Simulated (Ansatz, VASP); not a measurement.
OsPd4 in VASP and in Ansatz

```xyz
5
Lattice="4.5737 0.0000 0.0000 0.0000 4.5737 0.0000 0.0000 0.0000 4.5737" Properties=species:S:1:pos:R:3 pbc="T T T"
Pd    1.3516    1.3516    1.3516
Pd    3.2221    3.2221    1.3516
Pd    1.3516    3.2221    3.2221
Pd    3.2221    1.3516    3.2221
Os    0.0000    0.0000    0.0000
```

Change from the starting cell: species swapped into the SnI4 type (P-43m, No. 215).

Alike in both runs: functional PBE; k mesh 8 × 8 × 8; occupations gaussian, width 0.1 eV; no spin polarisation.

Ansatz relaxed the structure, and its values are those at the end. VASP's run is a single point on that final structure, the one shown.

|  | VASP | Ansatz |
| --- | --- | --- |
| version | VASP 6.6.1 | Ansatz 0.2.0 |
| potentials or method | VASP PAW PBE potentials, release 64 (Pd, Os), cutoff 600 eV | scalar-relativistic, plane waves, PAW |
| valence electrons in the cell | 48 | 88 |

Ansatz gave:

| Item | Value |
| --- | --- |
| gap on the k mesh at the Fermi level (eV) | none |
| pressure (GPa) | 0.0 |
| rms of the force components (eV/Å) | 0.000 |

Q: Which values does VASP return?

A: gap on the k mesh at the Fermi level (eV): none; pressure (GPa): -0.6; rms of the force components (eV/Å): 0.018.

A gap of «none» marks a metal or a gap that the smearing closes. With one functional, cell and mesh, what is left measures potentials, basis and numerics. VASP's potentials hold 48 valence electrons a cell and Ansatz's 88, so a difference there can come from the potentials and not from the codes.

Spin-orbit coupling is off throughout.
